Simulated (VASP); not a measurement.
# H10CO5 in VASP: notebook, part 2 of 2

VASP 6.6.1. The steps go on from the part before.

### Step 5. Single point, PBE+D3(BJ)

INCAR reads:

```
SYSTEM = H10CO5
PREC = Accurate
ENCUT = 520
EDIFF = 1E-6
ISMEAR = -1
SIGMA = 0.05
LREAL = .False.
LASPH = .True.
NELM = 120
ALGO = Normal
ISIF = 2
LWAVE = .False.
LCHARG = .False.
GGA = PE
IVDW = 12
NBANDS = 36
GGA_COMPAT = .False.
```

KPOINTS reads:

```
regular mesh
0
Gamma
  1 1 1
  0 0 0
```

POSCAR reads:

```
H10CO5
1.0
    5.4614380000      0.0000000000      0.0000000000
    0.0000000000      5.4614380000      0.0000000000
    0.0000000000      0.0000000000      5.4614380000
O H C
5 10 1
Direct
    0.4652254589      0.5309956828      0.6705926168
    0.0785141203      0.2723458547      0.6278199991
    0.6950550386      0.9207831344      0.8410605412
    0.7619055641      0.2777473625      0.2160236919
    0.2027121795      0.8496846435      0.0866438473
    0.2861883628      0.4515111222      0.6884267477
    0.5485917811      0.4405982454      0.5403155726
   -0.0755295583      0.2724190955      0.5398578177
    0.0314752269      0.2371719683      0.8009978324
    0.5966011149      0.7740452240      0.7948272964
    0.8553791144      0.8955516844      0.7935089623
    0.6562557334      0.4182414961      0.1625396095
    0.7198470439      0.1604705574      0.0765915497
    0.1738003800      0.9368594865      0.4373390305
    0.4664888625      0.8750808853      0.3254088026
    0.2825446338      0.9070687976      0.2752205555
```

Potentials or basis: VASP PAW PBE potentials, release 64 (O, H, C).

On the command line:

```sh
$ cat potpaw_PBE.64/O/POTCAR potpaw_PBE.64/H/POTCAR potpaw_PBE.64/C/POTCAR > POTCAR
$ mpirun -np 1 vasp_gam > vasp.out
```

OUTCAR:

```text
SYSTEM = H10CO5
   PREC = Accurate
   ENCUT = 520
   EDIFF = 1E-6
   ISMEAR = -1
   LREAL = .False.
   LASPH = .True.
   NELM = 120
   ISIF = 2
   GGA = PE
   IVDW = 12
 IVDW          = 12

 ion  position               nearest neighbor table
   1  0.465  0.531  0.671-   7 0.98   6 1.07
   2  0.079  0.272  0.628-   8 0.97   9 1.00
   3  0.695  0.921  0.841-  11 0.92  10 1.00
   4  0.762  0.278  0.216-  12 1.00  13 1.02
   5  0.203  0.850  0.087-  16 1.16
   6  0.286  0.452  0.688-   1 1.07
   7  0.549  0.441  0.540-   1 0.98
   8  0.924  0.272  0.540-   2 0.97
   9  0.031  0.237  0.801-   2 1.00
  10  0.597  0.774  0.795-   3 1.00
  11  0.855  0.896  0.794-   3 0.92
  12  0.656  0.418  0.163-   4 1.00
  13  0.720  0.160  0.077-   4 1.02
  14  0.174  0.937  0.437-  16 1.08
  15  0.466  0.875  0.325-  16 1.06
  16  0.283  0.907  0.275-  15 1.06  14 1.08   5 1.16

  LATTYP: Found a simple cubic cell.
 ALAT       =     5.4614380000

  Lattice vectors:

 A1 = (   5.4614380000,   0.0000000000,   0.0000000000)
 A2 = (   0.0000000000,   5.4614380000,   0.0000000000)
 A3 = (   0.0000000000,   0.0000000000,   5.4614380000)

Analysis of symmetry for initial positions (statically):
=====================================================================
 Subroutine PRICEL returns:
 Original cell was already a primitive cell.

 Routine SETGRP: Setting up the symmetry group for a
 simple cubic supercell.

 Subroutine GETGRP returns: Found  1 space group operations
 (whereof  1 operations were pure point group operations)
 out of a pool of 48 trial point group operations.

The static configuration has the point symmetry C_1 .

Analysis of symmetry for dynamics (positions and initial velocities):
[... 133 lines left out ...]
   IMIX   =      4    mixing-type and parameters
     AMIX     =   0.40;   BMIX     =  1.00
     AMIX_MAG =   1.60;   BMIX_MAG =  1.00
  volume/ion in A,a.u.               =      10.18        68.71
  Fermi-wavevector in a.u.,A,eV,Ry     =   1.058243  1.999789 15.236867  1.119878
  Thomas-Fermi vector in A             =   2.193545
   LORBIT       =      0    0 simple, 1 ext, 2 COOP (PROOUT), +10 PAW based schemes
   GGA     = PE    functional components
   LHFCALC =     F    Hartree Fock is set to
   AEXX    =    0.0000 exact exchange contribution
   IVDW    =    12    specifies the selected vdW correction
   LEPSILON=     F    determine dielectric tensor
   LRPA    =     F    only Hartree local field effects (RPA)
 non-spin polarized calculation
  energy-cutoff  :      520.00
  volume of cell :      162.90
 maximum number of plane-waves:      2193
 NGX is ok and might be reduce to    42
   NGX = 21   NGY = 21   NGZ = 21

 number of electron      44.0000001 magnetization

 Free energy of the ion-electron system (eV)
  ---------------------------------------------------
  ext. energy  EPLUGINS =         0.00000000
  ---------------------------------------------------
  free energy    TOTEN  =       -79.61923256 eV

  energy without entropy =      -79.61923256  energy(sigma->0) =      -79.61923256

 E-fermi :  -1.1471     XC(G=0):  -6.9947

 val. band max:       -2.3406906174   @ k =   0.0000   0.0000   0.0000
 cond. band min:       1.3216567833   @ k =   0.0000   0.0000   0.0000
 fundamental gap:      3.6623474007
 Fermi energy:        -1.1470637545

 k-point     1 :       0.0000    0.0000    0.0000
  band No.  band energies     occupation
      1     -23.7720      2.00000
      2     -22.6795      2.00000
      3     -21.8126      2.00000
      4     -21.5626      2.00000
      5     -21.0423      2.00000
      6     -12.0556      2.00000
[... 26 lines left out ...]
     33       8.4599      0.00000
     34       8.7104      0.00000
 [bands above 34 left out]

------------------------ aborting loop because EDIFF is reached ----------------------------------------

 Edisp (eV)   -0.60414

 E8    (eV) :    -0.1276

  FORCE on cell =-STRESS in cart. coord.  units (eV):
  Direction    XX          YY          ZZ          XY          YZ          ZX
  --------------------------------------------------------------------------------------
  -------------------------------------------------------------------------------------
  Total       4.75559     0.28043     3.09007    -0.11365     1.96640     1.40617
  in kB      46.77287     2.75814    30.39185    -1.11782    19.34017    13.83012
  external pressure =       26.64 kB  Pullay stress =        0.00 kB

 VOLUME and BASIS-vectors are now :
 -----------------------------------------------------------------------------
  energy-cutoff  :      520.00
  volume of cell :      162.90
      direct lattice vectors                 reciprocal lattice vectors
     5.461438000  0.000000000  0.000000000     0.183101960  0.000000000  0.000000000
     0.000000000  5.461438000  0.000000000     0.000000000  0.183101960  0.000000000
     0.000000000  0.000000000  5.461438000     0.000000000  0.000000000  0.183101960

 POSITION                                       TOTAL-FORCE (eV/Angst)
 -----------------------------------------------------------------------------------
      2.54080      2.90000      3.66240        -1.458520     -0.580354      0.276483
      0.42880      1.48740      3.42880        -0.317379     -0.316047      1.991461
      3.79600      5.02880      4.59340        -2.554042      0.933716      0.965414
      4.16110      1.51690      1.17980        -1.365563      0.538259     -1.533620
      1.10710      4.64050      0.47320        -2.555624     -0.759454     -5.472493
      1.56300      2.46590      3.75980         2.246637      0.891750     -0.869150
[... 8 lines left out ...]
      2.54770      4.77920      1.77720         2.447966      0.323262      0.066532
      1.54310      4.95390      1.50310         1.102049     -0.557681      4.636509
 -----------------------------------------------------------------------------------
    total drift:                               -0.000771      0.000340      0.000075

  FREE ENERGIE OF THE ION-ELECTRON SYSTEM (eV)
  ---------------------------------------------------
  free  energy   TOTEN  =       -80.2233744220 eV

  energy  without entropy=      -80.2233744219  energy(sigma->0) =      -80.22337442
```

stdout:

```text
POSCAR found type information on POSCAR O H C
 POSCAR found :  3 types and      16 ions
 scaLAPACK will be used
 LDA part: xc-table for (Slater+PW92), standard interpolation
 POSCAR, INCAR and KPOINTS ok, starting setup
 FFT: planning ... GRIDC
 FFT: planning ... GRID_SOFT
 FFT: planning ... GRID
 WAVECAR not read
 entering main loop
```

Wall time 37 s (1 thread of Intel Xeon 8259CL, shared host); peak memory 0.24 GiB.

Results:

| Item | Value |
| --- | --- |
| Free energy | -80.2234 eV |
| Pressure | 2.7 GPa |
| Largest force | 6.087 eV/Å |
| Dispersion energy per atom | -0.038 eV |

Forces on the atoms (eV/Å):
```
O   -1.459 -0.580  0.276
O   -0.317 -0.316  1.991
O   -2.554  0.934  0.965
O   -1.366  0.538 -1.534
O   -2.556 -0.759 -5.472
H    2.247  0.892 -0.869
H   -0.346 -0.092  0.278
H   -0.393  0.126 -0.725
H    0.232  0.116 -0.880
H    0.057  0.104 -0.119
H    2.598 -0.804 -0.683
H    0.899 -0.593  0.369
H    0.312 -0.026  1.018
H   -0.904  0.697  0.680
H    2.448  0.323  0.067
C    1.102 -0.558  4.637
```

Caveat: the k points lie up to 1.15 Å⁻¹ apart; the atoms stand as in a frame of molecular dynamics.

### Step 6. Single point, PBE+D3(BJ)

INCAR reads:

```
SYSTEM = H10CO5
PREC     = Accurate       ! precision mode
ENCUT    = 520            ! plane-wave cutoff, eV
EDIFF    = 1E-6           ! SCF threshold, eV
ISMEAR   = -1             ! smearing method
SIGMA    = 0.05           ! smearing width, eV
LREAL    = .FALSE.        ! projectors in reciprocal space
LASPH    = .TRUE.         ! aspherical terms in the spheres
NELM     = 120            ! most SCF steps
ALGO     = Normal         ! electronic algorithm
ISIF     = 2              ! what is computed and relaxed
LWAVE    = .FALSE.        ! write WAVECAR
LCHARG   = .FALSE.        ! write CHGCAR
GGA      = PE             ! functional
IVDW     = 12             ! dispersion correction
NBANDS   = 36             ! bands
GGA_COMPAT= .FALSE.
```

KPOINTS reads:

```
Automatic mesh
0
G
  1 1 1
  0 0 0
```

POSCAR reads:

```
H10CO5
1.0
    5.4614380000      0.0000000000      0.0000000000
    0.0000000000      5.4614380000      0.0000000000
    0.0000000000      0.0000000000      5.4614380000
O H C
5 10 1
Direct
    0.4759918542      0.5517777552      0.6640375667
    0.0167904497      0.2235491825      0.6005927377
    0.7275373262      0.9509583373      0.8755020198
    0.6854238755      0.2775459504      0.2371719683
    0.2596385787      0.9136238478      0.0750718034
    0.3333554276      0.4590549229      0.6364441014
    0.6068365145      0.4357094230      0.6191043458
   -0.0573841541      0.2490552854      0.4500829269
   -0.1248938466      0.1586578480      0.6769828752
    0.5625075301      0.9091927804      0.8348533848
    0.8114529543      0.8414633655      0.7563575747
    0.6532894816      0.4465856794      0.1974205328
    0.7114609742      0.1867456886      0.0890424830
    0.1957176846      0.7915863917      0.4255655745
    0.5519974776      0.8374900530      0.3012027235
    0.3344540394      0.8315575495      0.2760994449
```

Potentials or basis: VASP PAW PBE potentials, release 64 (O, H, C).

On the command line:

```sh
$ cat potpaw_PBE.64/O/POTCAR potpaw_PBE.64/H/POTCAR potpaw_PBE.64/C/POTCAR > POTCAR
$ mpirun -np 1 vasp_gam > vasp.out
```

OUTCAR:

```text
SYSTEM = H10CO5
   PREC = Accurate
   ENCUT = 520
   EDIFF = 1E-6
   ISMEAR = -1
   LREAL = .FALSE.
   LASPH = .TRUE.
   NELM = 120
   ISIF = 2
   GGA = PE
   IVDW = 12
 IVDW          = 12

 ion  position               nearest neighbor table
   1  0.476  0.552  0.664-   6 0.94   7 0.99
   2  0.017  0.224  0.601-   8 0.93   9 0.95
   3  0.728  0.951  0.876-  10 0.96  11 1.00
   4  0.685  0.278  0.237-  13 0.96  12 0.96
   5  0.260  0.914  0.075-  16 1.25
   6  0.333  0.459  0.636-   1 0.94
   7  0.607  0.436  0.619-   1 0.99
   8  0.943  0.249  0.450-   2 0.93
   9  0.875  0.159  0.677-   2 0.95
  10  0.563  0.909  0.835-   3 0.96
  11  0.811  0.841  0.756-   3 1.00
  12  0.653  0.447  0.197-   4 0.96
  13  0.711  0.187  0.089-   4 0.96
  14  0.196  0.792  0.426-  16 1.13
  15  0.552  0.837  0.301-  16 1.20
  16  0.334  0.832  0.276-  14 1.13  15 1.20   5 1.25

  LATTYP: Found a simple cubic cell.
 ALAT       =     5.4614380000

  Lattice vectors:

 A1 = (   5.4614380000,   0.0000000000,   0.0000000000)
 A2 = (   0.0000000000,   5.4614380000,   0.0000000000)
 A3 = (   0.0000000000,   0.0000000000,   5.4614380000)

Analysis of symmetry for initial positions (statically):
=====================================================================
 Subroutine PRICEL returns:
 Original cell was already a primitive cell.

 Routine SETGRP: Setting up the symmetry group for a
 simple cubic supercell.

 Subroutine GETGRP returns: Found  1 space group operations
 (whereof  1 operations were pure point group operations)
 out of a pool of 48 trial point group operations.

The static configuration has the point symmetry C_1 .

Analysis of symmetry for dynamics (positions and initial velocities):
[... 133 lines left out ...]
   IMIX   =      4    mixing-type and parameters
     AMIX     =   0.40;   BMIX     =  1.00
     AMIX_MAG =   1.60;   BMIX_MAG =  1.00
  volume/ion in A,a.u.               =      10.18        68.71
  Fermi-wavevector in a.u.,A,eV,Ry     =   1.058243  1.999789 15.236867  1.119878
  Thomas-Fermi vector in A             =   2.193545
   LORBIT       =      0    0 simple, 1 ext, 2 COOP (PROOUT), +10 PAW based schemes
   GGA     = PE    functional components
   LHFCALC =     F    Hartree Fock is set to
   AEXX    =    0.0000 exact exchange contribution
   IVDW    =    12    specifies the selected vdW correction
   LEPSILON=     F    determine dielectric tensor
   LRPA    =     F    only Hartree local field effects (RPA)
 non-spin polarized calculation
  energy-cutoff  :      520.00
  volume of cell :      162.90
 maximum number of plane-waves:      2193
 NGX is ok and might be reduce to    42
   NGX = 21   NGY = 21   NGZ = 21

 number of electron      43.9999999 magnetization

 Free energy of the ion-electron system (eV)
  ---------------------------------------------------
  ext. energy  EPLUGINS =         0.00000000
  ---------------------------------------------------
  free energy    TOTEN  =       -79.54620180 eV

  energy without entropy =      -79.54620180  energy(sigma->0) =      -79.54620180

 E-fermi :  -1.4105     XC(G=0):  -6.9929

 val. band max:       -2.7134403504   @ k =   0.0000   0.0000   0.0000
 cond. band min:       0.6825940786   @ k =   0.0000   0.0000   0.0000
 fundamental gap:      3.3960344289
 Fermi energy:        -1.4105459399

 k-point     1 :       0.0000    0.0000    0.0000
  band No.  band energies     occupation
      1     -22.8504      2.00000
      2     -22.4855      2.00000
      3     -22.0980      2.00000
      4     -21.9667      2.00000
      5     -21.8346      2.00000
      6     -11.7374      2.00000
[... 26 lines left out ...]
     33       8.6184      0.00000
     34       9.0445      0.00000
 [bands above 34 left out]

------------------------ aborting loop because EDIFF is reached ----------------------------------------

 Edisp (eV)   -0.61146

 E8    (eV) :    -0.1300

  FORCE on cell =-STRESS in cart. coord.  units (eV):
  Direction    XX          YY          ZZ          XY          YZ          ZX
  --------------------------------------------------------------------------------------
  -------------------------------------------------------------------------------------
  Total       1.03940     1.43020     2.20132     1.58100    -0.79662     0.95329
  in kB      10.22288    14.06649    21.65071    15.54967    -7.83501     9.37598
  external pressure =       15.31 kB  Pullay stress =        0.00 kB

 VOLUME and BASIS-vectors are now :
 -----------------------------------------------------------------------------
  energy-cutoff  :      520.00
  volume of cell :      162.90
      direct lattice vectors                 reciprocal lattice vectors
     5.461438000  0.000000000  0.000000000     0.183101960  0.000000000  0.000000000
     0.000000000  5.461438000  0.000000000     0.000000000  0.183101960  0.000000000
     0.000000000  0.000000000  5.461438000     0.000000000  0.000000000  0.183101960

 POSITION                                       TOTAL-FORCE (eV/Angst)
 -----------------------------------------------------------------------------------
      2.59960      3.01350      3.62660         2.121062      0.311207      0.257164
      0.09170      1.22090      3.28010         2.343565      0.506732      1.437603
      3.97340      5.19360      4.78150         1.129309     -0.741246     -1.221149
      3.74340      1.51580      1.29530        -0.065426      0.371715      1.379007
      1.41800      4.98970      0.41000         0.284817     -1.391069      2.105745
      1.82060      2.50710      3.47590        -1.900574     -1.140594     -0.063028
[... 8 lines left out ...]
      3.01470      4.57390      1.64500        -1.968710     -0.496826      0.248247
      1.82660      4.54150      1.50790         0.468176      2.091428     -2.139842
 -----------------------------------------------------------------------------------
    total drift:                                0.000210      0.000806      0.000956

  FREE ENERGIE OF THE ION-ELECTRON SYSTEM (eV)
  ---------------------------------------------------
  free  energy   TOTEN  =       -80.1576619346 eV

  energy  without entropy=      -80.1576619346  energy(sigma->0) =      -80.15766193
```

OSZICAR:

```text
N       E                     dE             d eps       ncg     rms          rms(c)
DAV:   1     0.341487129964E+03    0.34149E+03   -0.23313E+04    72   0.110E+03
DAV:   2    -0.553279037260E+02   -0.39682E+03   -0.38241E+03   104   0.271E+02
DAV:   3    -0.870388346162E+02   -0.31711E+02   -0.31523E+02    88   0.845E+01
DAV:   4    -0.874750333375E+02   -0.43620E+00   -0.43559E+00    88   0.112E+01
DAV:   5    -0.874800542610E+02   -0.50209E-02   -0.50193E-02    84   0.118E+00    0.175E+01
DAV:   6    -0.799955126930E+02    0.74845E+01   -0.22589E+01    88   0.247E+01    0.722E+00
DAV:   7    -0.796741077897E+02    0.32140E+00   -0.10100E+00    88   0.559E+00    0.433E+00
DAV:   8    -0.795487953714E+02    0.12531E+00   -0.19532E-01    96   0.263E+00    0.145E+00
DAV:   9    -0.795429146612E+02    0.58807E-02   -0.40787E-02    96   0.121E+00    0.285E-01
DAV:  10    -0.795457934381E+02   -0.28788E-02   -0.11370E-02    80   0.641E-01    0.169E-01
DAV:  11    -0.795460729248E+02   -0.27949E-03   -0.16483E-03    88   0.269E-01    0.723E-02
DAV:  12    -0.795462178454E+02   -0.14492E-03   -0.53319E-04    80   0.141E-01    0.350E-02
DAV:  13    -0.795462020847E+02    0.15761E-04   -0.80198E-05    88   0.537E-02    0.898E-03
DAV:  14    -0.795462022434E+02   -0.15875E-06   -0.11662E-05    80   0.211E-02    0.500E-03
DAV:  15    -0.795462017986E+02    0.44478E-06   -0.14432E-06    72   0.981E-03
   1 F= -.80157662E+02 E0= -.80157662E+02  d E =-.130465E-10
```

Wall time 32 s (1 thread of Intel Xeon 8259CL, shared host); peak memory 0.24 GiB.

Results:

```yaml
Free_energy: -80.1577 eV
Pressure: 1.5 GPa
Largest_force: 3.597 eV/Å
Dispersion_energy_per_atom: -0.038 eV
```

Forces on the atoms (eV/Å):
```
O    2.121  0.311  0.257
O    2.344  0.507  1.438
O    1.129 -0.741 -1.221
O   -0.065  0.372  1.379
O    0.285 -1.391  2.106
H   -1.901 -1.141 -0.063
H   -0.257  0.306  0.141
H   -0.811  0.727 -3.429
H   -0.926 -0.752  1.800
H   -1.630 -0.205  0.217
H    0.106  0.491  1.057
H   -0.159  0.367 -0.408
H    0.211 -0.475 -0.966
H    1.054  0.030 -0.417
H   -1.969 -0.497  0.248
C    0.468  2.091 -2.140
```

Stress tensor (GPa, compression positive):
```
 1.02  1.55  0.94
 1.55  1.41 -0.78
 0.94 -0.78  2.17
```

Caveat: the k points lie up to 1.15 Å⁻¹ apart; the atoms stand as in a frame of molecular dynamics.

### Step 7. Overview

| cell | pressure (GPa) | largest force (eV/Å) |
| --- | --- | --- |
| as given, atomic positions A | -3.1 | 2.78 |
| as given, atomic positions B | -1.3 | 2.40 |
| as given, atomic positions C | -1.6 | 2.82 |
| as given, atomic positions D | 2.7 | 6.09 |
| as given, atomic positions E | 1.5 | 3.60 |

Alike in all rows: task single point; level PBE+D3(BJ); potentials or basis VASP PAW PBE potentials, release 64 (O, H, C); no spin polarisation; k mesh 1 × 1 × 1; cutoff (eV) 520; smearing fermi-dirac 0.05 eV.

Caveats: all runs use coarse meshes; the atoms stand as in a frame of molecular dynamics (at least some runs).

Absolute energies hang on the potentials; compare differences alone.
